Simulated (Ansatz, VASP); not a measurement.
BP in VASP and in Ansatz

```
CELL_PARAMETERS angstrom
0.00000 2.24631 2.26900
2.24631 0.00000 2.26900
2.24631 2.24631 0.00000
ATOMIC_POSITIONS crystal
B 0.00000 0.00000 0.00000
P 0.75000 0.75000 0.75000
```

Change from the starting cell: equal xx and yy strain of -1 %.

Alike in both runs: task single point; functional LDA; k mesh 15 × 15 × 15; occupations fermi-dirac, width 0.05 eV; no spin polarisation.

|  | VASP | Ansatz |
| --- | --- | --- |
| version | VASP 6.6.1 | Ansatz 0.2.0 |
| potentials or method | VASP PAW LDA potentials, release 64 (B, P), cutoff 520 eV | all-electron LAPW, scalar-relativistic |

Ansatz gave:

```
pressure (GPa)                                                : -2.0
traceless stress, the component that is largest in VASP (GPa) : -1.85
```

Problem. What did VASP give for the same quantities?

Solution. Pressure (GPa): -2.1; traceless stress, the component that is largest in VASP (GPa): -1.85.

LDA's correlation is that of Perdew and Zunger in VASP and of Perdew and Wang (1992) in Ansatz. Ansatz ran all-electron here, and VASP with PAW potentials.
